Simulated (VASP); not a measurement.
# SnO (Pmn2_1) in VASP: a series of runs

SnO is run at these levels: PBE+D3(BJ); tasks: single point.

All numbers are computed with VASP 6.6.1; they aren't measurements. Logs are shortened: lines on timing, memory, paths and dates and some standing lists are left out, and cuts for length are marked.

### Step 1. The cell of the first run

The structure is orthorhombic, space group Pmn2_1 (No. 31). Conventional cell: a = 3.348 Å, b = 5.722 Å, c = 3.912 Å, α = 90.00°, β = 90.00°, γ = 90.00°. Sn (site symmetry m) has 3 O at 2.15 to 2.16 Å within 2.8 Å. Within 2.9 Å of O (site symmetry m) lie 3 Sn at 2.15 to 2.16 Å and 4 O at 2.90 Å.

### Step 2. Single point, PBE+D3(BJ)

INCAR reads:

```
PREC = Accurate
ENCUT = 520
EDIFF = 1E-6
ISMEAR = 0
SIGMA = 0.02
LREAL = F
LASPH = T
NELM = 80
ALGO = Normal
ISIF = 2
LWAVE = F
LCHARG = F
GGA = PE
IVDW = 12
NBANDS = 28
```

KPOINTS reads:

```
regular mesh
0
Gamma
  8 6 6
```

POSCAR reads:

```
SnO
1.0
    3.3475001592      0.0000000000      0.0000000000
    0.0000000000      5.7220575300      0.0000000000
    0.0000000000      0.0000000000      3.9124910623
Sn O
2 2
Direct
    0.0000000000      0.2345104856      0.5269946555
    0.5000000000      0.7654895144      0.0269946555
    0.0000000000      0.8836051479      0.7230063445
    0.5000000000      0.1163948521      0.2230063445
```

Potentials or basis: VASP PAW PBE potentials, release 64 (Sn_d, O).

On the command line:

```console
> cat potpaw_PBE.64/Sn_d/POTCAR potpaw_PBE.64/O/POTCAR > POTCAR
> mpirun -np 1 vasp_std > vasp.out
```

OUTCAR:

```text
PREC = Accurate
   ENCUT = 520
   EDIFF = 1E-6
   ISMEAR = 0
   LREAL = F
   LASPH = T
   NELM = 80
   ISIF = 2
   GGA = PE
   IVDW = 12
 IVDW          = 12

 ion  position               nearest neighbor table
   1  0.000  0.235  0.527-   3 2.15   4 2.16   4 2.16   2 3.72   2 3.72   2 3.72   2 3.72
   2  0.500  0.765  0.027-   4 2.15   3 2.16   3 2.16   1 3.72   1 3.72   1 3.72   1 3.72
   3  0.000  0.884  0.723-   1 2.15   2 2.16   2 2.16
   4  0.500  0.116  0.223-   2 2.15   1 2.16   1 2.16

  LATTYP: Found a simple orthorhombic cell.
 ALAT       =     3.3475001592
 B/A-ratio  =     1.1687799481
 C/A-ratio  =     1.7093524295

  Lattice vectors:

 A1 = (  -3.3475001592,   0.0000000000,   0.0000000000)
 A2 = (   0.0000000000,   0.0000000000,   3.9124910623)
 A3 = (   0.0000000000,   5.7220575300,   0.0000000000)

Analysis of symmetry for initial positions (statically):
=====================================================================
 Subroutine PRICEL returns:
 Original cell was already a primitive cell.

 Routine SETGRP: Setting up the symmetry group for a
 simple orthorhombic supercell.

 Subroutine GETGRP returns: Found  4 space group operations
 (whereof  2 operations were pure point group operations)
 out of a pool of  8 trial point group operations.

The static configuration has the point symmetry C_1h.
 The point group associated with its full space group is C_2v.

Analysis of symmetry for dynamics (positions and initial velocities):
=====================================================================
 Subroutine PRICEL returns:
 Original cell was already a primitive cell.

 Routine SETGRP: Setting up the symmetry group for a
 simple orthorhombic supercell.

 Subroutine GETGRP returns: Found  4 space group operations
 (whereof  2 operations were pure point group operations)
 out of a pool of  8 trial point group operations.

The dynamic configuration has the point symmetry C_1h.
 The point group associated with its full space group is C_2v.

 Subroutine INISYM returns: Found  4 space group operations
 (whereof  2 operations are pure point group operations),
 and found     1 'primitive' translations

----------------------------------------------------------------------------------------

                                     Primitive cell

  volume of cell :      74.9422

  direct lattice vectors                    reciprocal lattice vectors
     3.347500159  0.000000000  0.000000000     0.298730382  0.000000000  0.000000000
     0.000000000  5.722057530  0.000000000     0.000000000  0.174762311  0.000000000
     0.000000000  0.000000000  3.912491062     0.000000000  0.000000000  0.255591638

  length of vectors
     3.347500159  5.722057530  3.912491062     0.298730382  0.174762311  0.255591638

  position of ions in fractional coordinates (direct lattice)
     0.000000000  0.234510486  0.526994655
     0.500000000  0.765489514  0.026994655
     0.000000000  0.883605148  0.723006345
     0.500000000  0.116394852  0.223006344

  ion indices of the primitive-cell ions
   primitive index   ion index
                 1           1
                 2           2
                 3           3
                 4           4

----------------------------------------------------------------------------------------

 KPOINTS: regular mesh

Automatic generation of k-mesh.
 Grid dimensions read from file:
 generate k-points for:    8    6    6

 Generating k-lattice:

  Cartesian coordinates                     Fractional coordinates (reciprocal lattice)
     0.037341298  0.000000000  0.000000000     0.125000000  0.000000000  0.000000000
     0.000000000  0.029127052  0.000000000     0.000000000  0.166666667  0.000000000
     0.000000000  0.000000000  0.042598606     0.000000000  0.000000000  0.166666667

  Length of vectors
     0.037341298  0.029127052  0.042598606

  Shift w.r.t. Gamma in fractional coordinates (k-lattice)
     0.000000000  0.000000000  0.000000000

 Subroutine IBZKPT returns following result:
 ===========================================

 Found     80 irreducible k-points:

 Following reciprocal coordinates:
            Coordinates               Weight
  0.000000  0.000000  0.000000      1.000000
  0.125000  0.000000  0.000000      2.000000
  0.250000  0.000000  0.000000      2.000000
  0.375000  0.000000  0.000000      2.000000
  0.500000  0.000000  0.000000      1.000000
  0.000000  0.166667  0.000000      2.000000
[... 16 lines left out ...]
  0.250000  0.000000  0.166667      4.000000
  0.375000  0.000000  0.166667      4.000000
 [... further k-points ...]
   k-points           NKPTS =     80   k-points in BZ     NKDIM =     80   number of bands    NBANDS=     28
   number of dos      NEDOS =    301   number of ions     NIONS =      4
   total plane-waves  NPLWV =  40320
   dimension x,y,z NGX =    28 NGY =   48 NGZ =   30
   dimension x,y,z NGXF=    56 NGYF=   96 NGZF=   60
   ions per type =               2   2
   NGX,Y,Z   is equivalent  to a cutoff of  13.91, 13.95, 12.75 a.u.
   NGXF,Y,Z  is equivalent  to a cutoff of  27.81, 27.89, 25.49 a.u.
 SYSTEM =  unknown system
   PREC   = accura    normal or accurate (medium, high low for compatibility)
   ISTART =      0    job   : 0-new  1-cont  2-samecut
   ICHARG =      2    charge: 1-file 2-atom 10-const
   ISPIN  =      1    spin polarized calculation?
   LNONCOLLINEAR =      F non collinear calculations
   LSORBIT =      F    spin-orbit coupling
   LASPH  =      T    aspherical Exc in radial PAW
   ENCUT  =  520.0 eV  38.22 Ry    6.18 a.u.   6.22 10.64  7.27*2*pi/ulx,y,z
   NELM   =     80;   NELMIN=  2; NELMDL= -5     # of ELM steps
   EDIFF  = 0.1E-05   stopping-criterion for ELM
   LREAL  =      F    real-space projection
   EDIFFG = 0.1E-04   stopping-criterion for IOM
   NSW    =      0    number of steps for IOM
   IBRION =     -1    ionic relax: 0-MD 1-quasi-New 2-CG
   NFREE  =      0    steps in history (QN), initial steepest desc. (CG)
   ISIF   =      2    stress and relaxation
   ISYM   =      2    0-nonsym 1-usesym 2-fastsym
   POTIM  = 0.5000    time-step for ionic-motion
   TEBEG  =    0.0;   TEEND  =   0.0 temperature during run
   PSTRESS=    0.0 pullay stress
   NELECT =      40.0000    total number of electrons
   NUPDOWN=      -1.0000    fix difference up-down
   EMIN   =  10.00;   EMAX   =-10.00  energy-range for DOS
   EFERMI =   0.00;   METHOD = LEGACY
   ISMEAR =     0;   SIGMA  =   0.02  broadening in eV -4-tet -1-fermi 0-gaus
   EFERMI_NEDOS =   21; number of points for ismear=-14 and -15
   IALGO  =     38    algorithm
   IMIX   =      4    mixing-type and parameters
     AMIX     =   0.40;   BMIX     =  1.00
     AMIX_MAG =   1.60;   BMIX_MAG =  1.00
  volume/ion in A,a.u.               =      18.74       126.43
  Fermi-wavevector in a.u.,A,eV,Ry     =   1.327963  2.509487 23.993694  1.763487
  Thomas-Fermi vector in A             =   2.457236
   LORBIT       =      0    0 simple, 1 ext, 2 COOP (PROOUT), +10 PAW based schemes
   GGA     = PE    functional components
   LHFCALC =     F    Hartree Fock is set to
   AEXX    =    0.0000 exact exchange contribution
   IVDW    =    12    specifies the selected vdW correction
   LEPSILON=     F    determine dielectric tensor
   LRPA    =     F    only Hartree local field effects (RPA)
 non-spin polarized calculation
 Gauss-broadening in eV      SIGMA  =   0.02
  energy-cutoff  :      520.00
  volume of cell :       74.94
 maximum number of plane-waves:      2040
 NGX is ok and might be reduce to    28
   NGX = 13   NGY = 21   NGZ = 15

 number of electron      40.0000008 magnetization

 Free energy of the ion-electron system (eV)
  ---------------------------------------------------
  ext. energy  EPLUGINS =         0.00000000
  ---------------------------------------------------
  free energy    TOTEN  =       -22.39855752 eV

  energy without entropy =      -22.39855752  energy(sigma->0) =      -22.39855752

 E-fermi :   5.7461     XC(G=0):  -9.9342

 val. band max:        5.5730661456   @ k =   0.0000   0.0000   0.0000
 cond. band min:       6.8806384378   @ k =   0.3750   0.5000   0.0000
 fundamental gap:      1.3075722922
 Fermi energy:         5.7461385646

 k-point     1 :       0.0000    0.0000    0.0000
  band No.  band energies     occupation
      1     -15.6574      2.00000
      2     -15.3433      2.00000
      3     -15.2750      2.00000
      4     -15.2297      2.00000
      5     -15.2028      2.00000
      6     -15.1820      2.00000
[... 20 lines left out ...]
     27      14.8223      0.00000
     28      15.2204      0.00000

 k-point     2 :       0.1250    0.0000    0.0000
  band No.  band energies     occupation
      1     -15.6496      2.00000
      2     -15.3329      2.00000
      3     -15.2661      2.00000
      4     -15.2644      2.00000
      5     -15.2107      2.00000
      6     -15.1823      2.00000
[... 20 lines left out ...]
     27      14.7855      0.00000
     28      15.5709      0.00000

 k-point     3 :       0.2500    0.0000    0.0000
  band No.  band energies     occupation
      1     -15.6400      2.00000
      2     -15.4182      2.00000
      3     -15.2445      2.00000
      4     -15.2424      2.00000
      5     -15.2213      2.00000
      6     -15.1889      2.00000
[... 20 lines left out ...]
     27      14.4972      0.00000
     28      15.7594      0.00000

 k-point     4 :       0.3750    0.0000    0.0000
  band No.  band energies     occupation
      1     -15.6358      2.00000
      2     -15.5359      2.00000
      3     -15.2256      2.00000
      4     -15.2118      2.00000
      5     -15.2087      2.00000
      6     -15.1994      2.00000
[... 578 lines left out ...]
     27      15.1530      0.00000
     28      16.6048      0.00000

 k-point    23 :       0.2500    0.0000    0.1667
  band No.  band energies     occupation
      1     -15.6353      2.00000
      2     -15.4485      2.00000
      3     -15.2429      2.00000
      4     -15.2392      2.00000
      5     -15.2202      2.00000
      6     -15.1937      2.00000
[... 20 lines left out ...]
     27      14.9429      0.00000
     28      16.6293      0.00000

 k-point    24 :       0.3750    0.0000    0.1667
  band No.  band energies     occupation
      1     -15.6413      2.00000
      2     -15.5573      2.00000
      3     -15.2322      2.00000
      4     -15.2201      2.00000
      5     -15.2020      2.00000
      6     -15.1919      2.00000
[... 20 lines left out ...]
     27      15.0586      0.00000
     28      16.1603      0.00000

 [... further k-points ...]

------------------------ aborting loop because EDIFF is reached ----------------------------------------

 Edisp (eV)   -0.88560

 E8    (eV) :    -0.3858

  FORCE on cell =-STRESS in cart. coord.  units (eV):
  Direction    XX          YY          ZZ          XY          YZ          ZX
  --------------------------------------------------------------------------------------
  -------------------------------------------------------------------------------------
  Total       0.13939     0.11906     0.08580     0.00000     0.00000     0.00000
  in kB       2.97991     2.54537     1.83424     0.00000     0.00000     0.00000
  external pressure =        2.45 kB  Pullay stress =        0.00 kB

 VOLUME and BASIS-vectors are now :
 -----------------------------------------------------------------------------
  energy-cutoff  :      520.00
  volume of cell :       74.94
      direct lattice vectors                 reciprocal lattice vectors
     3.347500159  0.000000000  0.000000000     0.298730382  0.000000000  0.000000000
     0.000000000  5.722057530  0.000000000     0.000000000  0.174762311  0.000000000
     0.000000000  0.000000000  3.912491062     0.000000000  0.000000000  0.255591638

 POSITION                                       TOTAL-FORCE (eV/Angst)
 -----------------------------------------------------------------------------------
      0.00000      1.34188      2.06186         0.000000      0.076854      0.036008
      1.67375      4.38018      0.10562         0.000000     -0.076854      0.036008
      0.00000      5.05604      2.82876         0.000000      0.000659     -0.036008
      1.67375      0.66602      0.87251         0.000000     -0.000659     -0.036008
 -----------------------------------------------------------------------------------
    total drift:                                0.000000      0.000000     -0.000798

  FREE ENERGIE OF THE ION-ELECTRON SYSTEM (eV)
  ---------------------------------------------------
  free  energy   TOTEN  =       -23.2841612316 eV

  energy  without entropy=      -23.2841612316  energy(sigma->0) =      -23.28416123
```

It took 72 s on 1 thread of Intel Xeon 6975P-C (Granite Rapids), shared host; peak memory 0.29 GiB.

What came out:

```yaml
Free_energy: -23.2842 eV
Pressure: 0.2 GPa
Largest_force: 0.085 eV/Å
Band_gap_on_the_k_mesh: 1.31 eV (least direct gap 1.91 eV)
Dispersion_energy_per_atom: -0.221 eV
```

Forces on the atoms (eV/Å):
```
Sn   0.000  0.077  0.036
Sn   0.000 -0.077  0.036
O    0.000  0.001 -0.036
O    0.000 -0.001 -0.036
```

Stress tensor (GPa, compression positive):
```
0.30 0.00 0.00
0.00 0.25 0.00
0.00 0.00 0.18
```

Levels at points of the mesh, in eV from the valence-band top:
```tsv
k point	band 17	band 18	band 19	band 20	band 21	band 22	band 23	band 24
(0.00, 0.00, 0.00)	-3.62	-2.64	-2.15	0.00	3.24	3.31	6.25	6.31
(0.50, 0.00, 0.00)	-2.66	-2.66	-1.25	-1.25	2.55	2.55	5.75	5.75
(0.00, 0.50, 0.00)	-3.92	-2.67	-1.78	-1.48	3.37	4.43	5.11	5.50
(0.50, 0.50, 0.00)	-2.67	-2.67	-1.05	-1.05	1.97	1.97	6.38	6.38
(0.00, 0.00, 0.50)	-3.19	-3.19	-1.45	-1.45	2.53	2.53	5.48	5.48
(0.50, 0.00, 0.50)	-3.45	-3.45	-1.21	-1.21	2.21	2.21	4.63	4.63
(0.00, 0.50, 0.50)	-2.98	-2.98	-1.47	-1.47	1.95	1.95	5.98	5.98
(0.50, 0.50, 0.50)	-3.72	-3.72	-0.48	-0.48	2.42	2.42	4.20	4.20
```

Caveat: spin-orbit coupling is left out, which moves the levels of the heavy elements. A k mesh can miss the band edges.

### Step 3. Single point, PBE+D3(BJ)

INCAR reads:

```
ALGO = Normal ; EDIFF = 1E-6
ENCUT = 520 ; GGA = PE
ISIF = 2 ; ISMEAR = 0
IVDW = 12 ; LASPH = True
LCHARG = False ; LREAL = False
LWAVE = False ; NBANDS = 28
NELM = 100 ; PREC = Accurate
SIGMA = 0.05
```

KPOINTS reads:

```
k-points
0
Gamma
  8 6 8
```

POSCAR is that of step 2.

Potentials or basis: VASP PAW PBE potentials, release 64 (Sn_d, O).

On the command line:

```console
> cat potpaw_PBE.64/Sn_d/POTCAR potpaw_PBE.64/O/POTCAR > POTCAR
> mpirun -np 1 vasp_std > vasp.out
```

It took 90 s on 1 thread of Intel Xeon 6975P-C (Granite Rapids), shared host; peak memory 0.32 GiB.

Results (log left out):

```
Free energy                : -23.2842 eV
Pressure                   : 0.2 GPa
Largest force              : 0.085 eV/Å
Band gap on the k mesh     : 1.31 eV (least direct gap 1.91 eV)
Dispersion energy per atom : -0.221 eV
```

Forces on the atoms (eV/Å):
```
Sn   0.000  0.077  0.036
Sn   0.000 -0.077  0.036
O    0.000  0.000 -0.036
O    0.000  0.000 -0.036
```

Stress tensor (GPa, compression positive):
```
0.30 0.00 0.00
0.00 0.26 0.00
0.00 0.00 0.18
```

Levels at points of the mesh, in eV from the valence-band top:
```csv
k point,band 18,band 19,band 20,band 21,band 22,band 23
"(0.00, 0.00, 0.00)",-2.64,-2.15,0.00,3.24,3.31,6.25
"(0.50, 0.00, 0.00)",-2.66,-1.25,-1.25,2.55,2.55,5.75
"(0.00, 0.50, 0.00)",-2.67,-1.78,-1.48,3.37,4.43,5.11
"(0.50, 0.50, 0.00)",-2.67,-1.05,-1.05,1.97,1.97,6.38
"(0.00, 0.00, 0.50)",-3.19,-1.45,-1.45,2.53,2.53,5.48
"(0.50, 0.00, 0.50)",-3.45,-1.21,-1.21,2.21,2.21,4.63
"(0.00, 0.50, 0.50)",-2.98,-1.47,-1.47,1.95,1.95,5.98
"(0.50, 0.50, 0.50)",-3.72,-0.48,-0.48,2.42,2.42,4.20
```

Caveat: spin-orbit coupling is left out, which moves the levels of the heavy elements. A k mesh can miss the band edges.

### Step 4. Single point, PBE+D3(BJ)

INCAR reads:

```
SYSTEM = SnO
PREC = Accurate
ENCUT = 520
EDIFF = 1E-6
ISMEAR = 0
SIGMA = 0.05
LREAL = .FALSE.
LASPH = .TRUE.
NELM = 100
ALGO = Normal
ISIF = 2
LWAVE = .FALSE.
LCHARG = .FALSE.
GGA = PE
IVDW = 12
NBANDS = 28
```

KPOINTS reads:

```
Automatic mesh
0
G
  10 6 8
  0 0 0
```

POSCAR is that of step 3.

On the command line:

```console
> cat potpaw_PBE.64/Sn_d/POTCAR potpaw_PBE.64/O/POTCAR > POTCAR
> mpirun -np 1 vasp_std > vasp.out
```

Run time: 1.8 min. Hardware: 1 thread of Intel Xeon 6975P-C (Granite Rapids), shared host; peak memory 0.34 GiB.

It converged, with:

```yaml
Free_energy: -23.2844 eV
Pressure: 0.2 GPa
Largest_force: 0.085 eV/Å
Band_gap_on_the_k_mesh: 1.30 eV (least direct gap 1.93 eV)
Dispersion_energy_per_atom: -0.221 eV
```

Forces on the atoms (eV/Å):
```
Sn   0.000  0.077  0.036
Sn   0.000 -0.077  0.036
O    0.000  0.000 -0.036
O    0.000  0.000 -0.036
```

Stress tensor (GPa, compression positive):
```
0.30 0.00 0.00
0.00 0.25 0.00
0.00 0.00 0.18
```

Levels at points of the mesh, in eV from the valence-band top:
```tsv
k point	band 17	band 18	band 19	band 20	band 21	band 22	band 23	band 24
(0.00, 0.00, 0.00)	-3.62	-2.64	-2.15	0.00	3.24	3.31	6.25	6.31
(0.50, 0.00, 0.00)	-2.66	-2.66	-1.25	-1.25	2.55	2.55	5.75	5.75
(0.00, 0.50, 0.00)	-3.92	-2.67	-1.78	-1.48	3.37	4.43	5.11	5.50
(0.50, 0.50, 0.00)	-2.67	-2.67	-1.05	-1.05	1.97	1.97	6.38	6.38
(0.00, 0.00, 0.50)	-3.19	-3.19	-1.45	-1.45	2.53	2.53	5.48	5.48
(0.50, 0.00, 0.50)	-3.45	-3.45	-1.21	-1.21	2.21	2.21	4.63	4.63
(0.00, 0.50, 0.50)	-2.98	-2.98	-1.47	-1.47	1.95	1.95	5.98	5.98
(0.50, 0.50, 0.50)	-3.72	-3.72	-0.48	-0.48	2.42	2.42	4.20	4.20
```

Caveat: spin-orbit coupling is left out, which moves the levels of the heavy elements. A k mesh can miss the band edges.

### Step 5. Overview

```csv
k mesh,smearing,gap on the mesh (eV),pressure (GPa),largest force (eV/Å)
8 × 6 × 6,gaussian 0.02 eV,1.31,0.2,0.08
8 × 6 × 8,gaussian 0.05 eV,1.31,0.2,0.08
10 × 6 × 8,gaussian 0.05 eV,1.30,0.2,0.09
```

Alike in all rows: task single point; level PBE+D3(BJ); potentials or basis VASP PAW PBE potentials, release 64 (Sn_d, O); no spin polarisation; cell as given; cutoff (eV) 520.

Caveats: spin-orbit coupling is left out, which moves the levels of the heavy elements.

Total energies depend on the potentials used, so only differences within one code and one set of settings carry meaning.
